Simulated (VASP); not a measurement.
# InSe (R3m) in VASP: single point with PBE

Aim: the single point of InSe with PBE.

All numbers are computed with VASP 6.6.1; they aren't measurements. Logs are shortened: lines on timing, memory, paths and dates and some standing lists are left out, and cuts for length are marked.

## (1) The cell of the first run

The structure is trigonal, space group R3m (No. 160). The conventional cell has a = 4.000 Å, b = 4.000 Å, c = 25.699 Å, α = 90.00°, β = 90.00°, γ = 120.00°. In (site symmetry 3m) has 3 Se at 2.66 Å and 1 In at 2.88 Å within 3.5 Å. Within 3.5 Å of In (site symmetry 3m) lie 3 Se at 2.66 Å and 1 In at 2.88 Å. Se (site symmetry 3m) has 3 In at 2.66 Å within 3.5 Å. Se (site symmetry 3m) has 3 In at 2.66 Å within 3.5 Å.

## (2) Single point, PBE (zz strain of +3 %)

The input, INCAR:

```
PREC = Accurate ; ENCUT = 520
EDIFF = 1E-6 ; ISMEAR = -1
SIGMA = 0.01 ; LREAL = F
LASPH = T ; NELM = 100
ALGO = Normal ; ISIF = 2
LWAVE = F ; LCHARG = T
GGA = PE ; LELF = T
LVHAR = T ; NBANDS = 27
```

The input, KPOINTS:

```
regular mesh
0
Gamma
  7 7 7
```

The input, POSCAR:

```
InSe
1.0
    1.9999996503      1.1547003365      8.5661701000
   -1.9999996503      1.1547003365      8.5661701000
    0.0000000000     -2.3094006730      8.5661701000
In Se
2 2
Direct
    0.0000000000      0.0000000000      0.0000000000
    0.1122000000      0.1122000000      0.1122000000
    0.6155000000      0.6155000000      0.6155000000
    0.8300000000      0.8300000000      0.8300000000
```

Potentials or basis: VASP PAW PBE potentials, release 64 (In_d, Se).

Launch:

```bash
$ cat potpaw_PBE.64/In_d/POTCAR potpaw_PBE.64/Se/POTCAR > POTCAR
$ mpirun -np 1 vasp_std > vasp.out
```

OUTCAR:

```text
PREC = Accurate
   ENCUT = 520
   EDIFF = 1E-6
   ISMEAR = -1
   LREAL = F
   LASPH = T
   NELM = 100
   ISIF = 2
   GGA = PE

 ion  position               nearest neighbor table
   1  0.000  0.000  0.000-   3 2.66   3 2.66   3 2.66   2 2.88
   2  0.112  0.112  0.112-   4 2.66   4 2.66   4 2.66   1 2.88
   3  0.615  0.615  0.615-   1 2.66   1 2.66   1 2.66
   4  0.830  0.830  0.830-   2 2.66   2 2.66   2 2.66

  LATTYP: Found a trigonal (rhomboedric) cell.
 ALAT       =     8.8720122661
 COS(alpha) =     0.8983644673

  Lattice vectors:

 A1 = (   1.9999996503,   1.1547003365,   8.5661701000)
 A2 = (  -1.9999996503,   1.1547003365,   8.5661701000)
 A3 = (   0.0000000000,  -2.3094006730,   8.5661701000)

Analysis of symmetry for initial positions (statically):
=====================================================================
 Subroutine PRICEL returns:
 Original cell was already a primitive cell.

 Routine SETGRP: Setting up the symmetry group for a
 trigonal (rhombohedral) supercell.

 Subroutine GETGRP returns: Found  6 space group operations
 (whereof  6 operations were pure point group operations)
 out of a pool of 12 trial point group operations.

The static configuration has the point symmetry C_3v.

Analysis of symmetry for dynamics (positions and initial velocities):
=====================================================================
 Subroutine PRICEL returns:
 Original cell was already a primitive cell.

 Routine SETGRP: Setting up the symmetry group for a
 trigonal (rhombohedral) supercell.

 Subroutine GETGRP returns: Found  6 space group operations
 (whereof  6 operations were pure point group operations)
 out of a pool of 12 trial point group operations.

The dynamic configuration has the point symmetry C_3v.

 Subroutine INISYM returns: Found  6 space group operations
 (whereof  6 operations are pure point group operations),
 and found     1 'primitive' translations

----------------------------------------------------------------------------------------

                                     Primitive cell

  volume of cell :     118.6963

  direct lattice vectors                    reciprocal lattice vectors
     1.999999650  1.154700336  8.566170100     0.250000044  0.144337593  0.038912761
    -1.999999650  1.154700336  8.566170100    -0.250000044  0.144337593  0.038912761
     0.000000000 -2.309400673  8.566170100     0.000000000 -0.288675185  0.038912761

  length of vectors
     8.872012266  8.872012266  8.872012266     0.291286054  0.291286054  0.291286054

  position of ions in fractional coordinates (direct lattice)
     0.000000000  0.000000000  0.000000000
     0.112200000  0.112200000  0.112200000
     0.615500000  0.615500000  0.615500000
     0.830000000  0.830000000  0.830000000

  ion indices of the primitive-cell ions
   primitive index   ion index
                 1           1
                 2           2
                 3           3
                 4           4

----------------------------------------------------------------------------------------

 KPOINTS: regular mesh

Automatic generation of k-mesh.
 Grid dimensions read from file:
 generate k-points for:    7    7    7

 Generating k-lattice:

  Cartesian coordinates                     Fractional coordinates (reciprocal lattice)
     0.035714292  0.020619656  0.005558966     0.142857143  0.000000000  0.000000000
    -0.035714292  0.020619656  0.005558966     0.000000000  0.142857143  0.000000000
     0.000000000 -0.041239312  0.005558966     0.000000000  0.000000000  0.142857143

  Length of vectors
     0.041612293  0.041612293  0.041612293

  Shift w.r.t. Gamma in fractional coordinates (k-lattice)
     0.000000000  0.000000000  0.000000000

 Subroutine IBZKPT returns following result:
 ===========================================

 Found     44 irreducible k-points:

 Following reciprocal coordinates:
            Coordinates               Weight
  0.000000  0.000000  0.000000      1.000000
  0.142857  0.000000  0.000000      6.000000
  0.285714  0.000000 -0.000000      6.000000
  0.428571  0.000000 -0.000000      6.000000
  0.142857  0.142857  0.000000      6.000000
  0.285714  0.142857  0.000000     12.000000
[... 16 lines left out ...]
  0.285714  0.285714  0.142857      6.000000
  0.428571  0.285714  0.142857     12.000000
 [... further k-points ...]
   k-points           NKPTS =     44   k-points in BZ     NKDIM =     44   number of bands    NBANDS=     27
   number of dos      NEDOS =    301   number of ions     NIONS =      4
   total plane-waves  NPLWV = 343000
   dimension x,y,z NGX =    70 NGY =   70 NGZ =   70
   dimension x,y,z NGXF=   140 NGYF=  140 NGZF=  140
   ions per type =               2   2
   NGX,Y,Z   is equivalent  to a cutoff of  13.12, 13.12, 13.12 a.u.
   NGXF,Y,Z  is equivalent  to a cutoff of  26.23, 26.23, 26.23 a.u.
 SYSTEM =  unknown system
   PREC   = accura    normal or accurate (medium, high low for compatibility)
   ISTART =      0    job   : 0-new  1-cont  2-samecut
   ICHARG =      2    charge: 1-file 2-atom 10-const
   ISPIN  =      1    spin polarized calculation?
   LNONCOLLINEAR =      F non collinear calculations
   LSORBIT =      F    spin-orbit coupling
   LASPH  =      T    aspherical Exc in radial PAW
   ENCUT  =  520.0 eV  38.22 Ry    6.18 a.u.  16.50 16.50 16.50*2*pi/ulx,y,z
   NELM   =    100;   NELMIN=  2; NELMDL= -5     # of ELM steps
   EDIFF  = 0.1E-05   stopping-criterion for ELM
   LREAL  =      F    real-space projection
   EDIFFG = 0.1E-04   stopping-criterion for IOM
   NSW    =      0    number of steps for IOM
   IBRION =     -1    ionic relax: 0-MD 1-quasi-New 2-CG
   NFREE  =      0    steps in history (QN), initial steepest desc. (CG)
   ISIF   =      2    stress and relaxation
   ISYM   =      2    0-nonsym 1-usesym 2-fastsym
   POTIM  = 0.5000    time-step for ionic-motion
   TEBEG  =    0.0;   TEEND  =   0.0 temperature during run
   PSTRESS=    0.0 pullay stress
   NELECT =      38.0000    total number of electrons
   NUPDOWN=      -1.0000    fix difference up-down
   EMIN   =  10.00;   EMAX   =-10.00  energy-range for DOS
   EFERMI =   0.00;   METHOD = LEGACY
   ISMEAR =    -1;   SIGMA  =   0.01  broadening in eV -4-tet -1-fermi 0-gaus
   EFERMI_NEDOS =   21; number of points for ismear=-14 and -15
   IALGO  =     38    algorithm
   IMIX   =      4    mixing-type and parameters
     AMIX     =   0.40;   BMIX     =  1.00
     AMIX_MAG =   1.60;   BMIX_MAG =  1.00
  volume/ion in A,a.u.               =      29.67       200.25
  Fermi-wavevector in a.u.,A,eV,Ry     =   1.119929  2.116358 17.064970  1.254240
  Thomas-Fermi vector in A             =   2.256571
   LORBIT       =      0    0 simple, 1 ext, 2 COOP (PROOUT), +10 PAW based schemes
   GGA     = PE    functional components
   LHFCALC =     F    Hartree Fock is set to
   AEXX    =    0.0000 exact exchange contribution
   IVDW    =     0    specifies the selected vdW correction
   LEPSILON=     F    determine dielectric tensor
   LRPA    =     F    only Hartree local field effects (RPA)
 non-spin polarized calculation
  energy-cutoff  :      520.00
  volume of cell :      118.70
 maximum number of plane-waves:      3224
 NGX is ok and might be reduce to    70
   NGX = 33   NGY = 33   NGZ = 33

 number of electron      37.9999996 magnetization

 Free energy of the ion-electron system (eV)
  ---------------------------------------------------
  ext. energy  EPLUGINS =         0.00000000
  ---------------------------------------------------
  free energy    TOTEN  =       -14.14660090 eV

  energy without entropy =      -14.14660090  energy(sigma->0) =      -14.14660090

 E-fermi :   4.0027     XC(G=0):  -8.8560

 val. band max:        3.7369700722   @ k =  -0.4286   0.4286   0.4286
 cond. band min:       4.5027508074   @ k =   0.4286   0.4286   0.4286
 fundamental gap:      0.7657807352
 Fermi energy:         4.0026694881

 k-point     1 :       0.0000    0.0000    0.0000
  band No.  band energies     occupation
      1     -10.7401      2.00000
      2     -10.6065      2.00000
      3     -10.6065      2.00000
      4     -10.5500      2.00000
      5     -10.5500      2.00000
      6     -10.5208      2.00000
[... 19 lines left out ...]
     26       9.4847      0.00000
     27      11.6028      0.00000

 k-point     2 :       0.1429    0.0000    0.0000
  band No.  band energies     occupation
      1     -10.7521      2.00000
      2     -10.6643      2.00000
      3     -10.6212      2.00000
      4     -10.6008      2.00000
      5     -10.5359      2.00000
      6     -10.5261      2.00000
[... 19 lines left out ...]
     26       9.8855      0.00000
     27      11.0441      0.00000

 k-point     3 :       0.2857    0.0000   -0.0000
  band No.  band energies     occupation
      1     -10.8392      2.00000
      2     -10.7446      2.00000
      3     -10.6872      2.00000
      4     -10.5947      2.00000
      5     -10.5373      2.00000
      6     -10.5046      2.00000
[... 19 lines left out ...]
     26      10.5658      0.00000
     27      10.8893      0.00000

 k-point     4 :       0.4286    0.0000   -0.0000
  band No.  band energies     occupation
      1     -10.9109      2.00000
      2     -10.8226      2.00000
      3     -10.6808      2.00000
      4     -10.5945      2.00000
      5     -10.5455      2.00000
      6     -10.4804      2.00000
[... 19 lines left out ...]
     26      10.3575      0.00000
     27      10.7815      0.00000

 k-point     5 :       0.1429    0.1429    0.0000
  band No.  band energies     occupation
      1     -10.7519      2.00000
      2     -10.6639      2.00000
      3     -10.6218      2.00000
      4     -10.6008      2.00000
      5     -10.5359      2.00000
      6     -10.5261      2.00000
[... 19 lines left out ...]
     26       9.8438      0.00000
     27      11.1051      0.00000

 k-point     6 :       0.2857    0.1429    0.0000
  band No.  band energies     occupation
      1     -10.8082      2.00000
      2     -10.7136      2.00000
      3     -10.6875      2.00000
      4     -10.5982      2.00000
      5     -10.5312      2.00000
      6     -10.5165      2.00000
[... 444 lines left out ...]
      1     -10.9104      2.00000
      2     -10.8230      2.00000
      3     -10.6808      2.00000
      4     -10.5946      2.00000
      5     -10.5455      2.00000
      6     -10.4804      2.00000
[... 19 lines left out ...]
     26      10.4215      0.00000
     27      10.9411      0.00000

 k-point    22 :      -0.1429    0.1429    0.1429
  band No.  band energies     occupation
      1     -10.8393      2.00000
      2     -10.7444      2.00000
      3     -10.6872      2.00000
      4     -10.5948      2.00000
      5     -10.5373      2.00000
      6     -10.5045      2.00000
[... 19 lines left out ...]
     26      10.5652      0.00000
     27      10.8072      0.00000

 k-point    23 :       0.2857    0.2857    0.1429
  band No.  band energies     occupation
      1     -10.7509      2.00000
      2     -10.6618      2.00000
      3     -10.6250      2.00000
      4     -10.6009      2.00000
      5     -10.5358      2.00000
      6     -10.5261      2.00000
[... 19 lines left out ...]
     26       9.8729      0.00000
     27      11.2782      0.00000

 k-point    24 :       0.4286    0.2857    0.1429
  band No.  band energies     occupation
      1     -10.8042      2.00000
      2     -10.7192      2.00000
      3     -10.6860      2.00000
      4     -10.5983      2.00000
      5     -10.5312      2.00000
      6     -10.5165      2.00000
[... 19 lines left out ...]
     26      10.6047      0.00000
     27      10.9033      0.00000

 [... further k-points ...]

------------------------ aborting loop because EDIFF is reached ----------------------------------------

  FORCE on cell =-STRESS in cart. coord.  units (eV):
  Direction    XX          YY          ZZ          XY          YZ          ZX
  --------------------------------------------------------------------------------------
  -------------------------------------------------------------------------------------
  Total        1.6400918      1.6400918     -0.1400618     -0.0000000     -0.0000000      0.0000000
  in kB       22.1381628     22.1381628     -1.8905715     -0.0000000     -0.0000000      0.0000000
  external PRESSURE =      14.1285847 kB  Pullay stress =       0.0000000 kB

 VOLUME and BASIS-vectors are now :
 -----------------------------------------------------------------------------
  energy-cutoff  :      520.00
  volume of cell :      118.70
      direct lattice vectors                 reciprocal lattice vectors
     1.999999650  1.154700336  8.566170100     0.250000044  0.144337593  0.038912761
    -1.999999650  1.154700336  8.566170100    -0.250000044  0.144337593  0.038912761
     0.000000000 -2.309400673  8.566170100     0.000000000 -0.288675185  0.038912761

 POSITION                                       TOTAL-FORCE (eV/Angst)
 -----------------------------------------------------------------------------------
      0.00000      0.00000      0.00000         0.000000      0.000000      0.334968
      0.00000      0.00000      2.88337         0.000000      0.000000     -0.331697
      0.00000      0.00000     15.81743         0.000000     -0.000000      0.047932
      0.00000      0.00000     21.32976         0.000000      0.000000     -0.051203
 -----------------------------------------------------------------------------------
    total drift:                               -0.000000     -0.000000      0.000387

  FREE ENERGIE OF THE ION-ELECTRON SYSTEM (eV)
  ---------------------------------------------------
  free  energy   TOTEN  =       -14.1466009020 eV

  energy  without entropy=      -14.1466009020  energy(sigma->0) =      -14.14660090
```

Run time: 16 min. Hardware: 1 thread of Intel Xeon 8259CL, shared host; peak memory 0.71 GiB.

Results:

* Free energy: -14.1466 eV
* Pressure: 1.4 GPa
* Largest force: 0.335 eV/Å
* Band gap on the k mesh: 0.77 eV (least direct gap 0.79 eV)

Forces in eV/Å, atoms in the order of the input:
```
In   0.000  0.000  0.335
In   0.000  0.000 -0.332
Se   0.000  0.000  0.048
Se   0.000  0.000 -0.051
```

Stress tensor (GPa, compression positive):
```
 2.21  0.00  0.00
 0.00  2.21  0.00
 0.00  0.00 -0.19
```

Caveat: the cell differs from its parent crystal (zz strain of +3 %); spin-orbit coupling is left out, which moves the levels of the heavy elements.
